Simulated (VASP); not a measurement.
## Sb: electric field gradients with RPBE

Crystal: Sb.

```
CELL_PARAMETERS angstrom
3.34639 0.00000 0.00000
-1.67319 2.89806 0.00000
0.00000 0.00000 5.29423
ATOMIC_POSITIONS crystal
Sb 0.33333 0.66667 0.25000
Sb 0.66667 0.33333 0.75000
```

This isn't the form of Sb at room conditions, which is rhombohedral.

| Item | Value |
| --- | --- |
| Program | VASP 6.6.1 |
| Task | electric field gradients |
| Functional | RPBE |
| Potentials or basis | VASP PAW PBE potentials, release 64 (Sb) |
| Cutoff | 520 eV |
| k mesh | 12 × 12 × 7 |
| Occupations | fermi-dirac, width 0.05 eV |
| Spin | no spin polarisation |
| Dipole correction | no |
| Further INCAR settings | ALGO = Normal; EDIFF = 1e-08; NBANDS = 12 |

| Quantity | Value |
| --- | --- |
| Pressure | 5.8 GPa |
| Band gap on the k mesh | zero (bands 5 and 6 overlap by 7.19 eV) |
| Largest electric field gradient by atom | Sb +19.6 V/Å² |

Stress tensor (GPa, compression positive):
```
6.12 0.00 0.00
0.00 6.12 0.00
0.00 0.00 5.03
```

Levels at points of the mesh, in eV from the Fermi level:
```tsv
k point	band 1	band 2	band 3	band 4	band 5	band 6	band 7	band 8	band 9	band 10
(0.00, 0.00, 0.00)	-13.34	-8.97	-6.11	3.41	3.41	5.26	5.26	6.26	7.44	8.77
(0.50, 0.00, 0.00)	-9.66	-8.26	-4.28	-2.97	-2.49	-0.26	0.10	3.89	4.16	7.54
```

Electric field gradients, principal values (V/Å²):
| atom | least | middle | greatest (by size) |
| --- | --- | --- | --- |
| 1 Sb | -9.792 | -9.792 | 19.583 |
| 2 Sb | -9.792 | -9.792 | 19.583 |

Run time: 28 s on 1 thread of Intel(R) Xeon(R) Platinum 8375C CPU @ 2.90GHz (Ice Lake) (shared host), peak memory 0.2 GiB.

Caveat: the cell stands under pressure; without QUAD_EFG the Cq values of the log hold for a quadrupole moment of 1 mb, not for the nuclei; the PAW data sets were made with another functional, which shifts forces and pressure a little; spin-orbit coupling is left out, which moves the levels of the heavy elements.
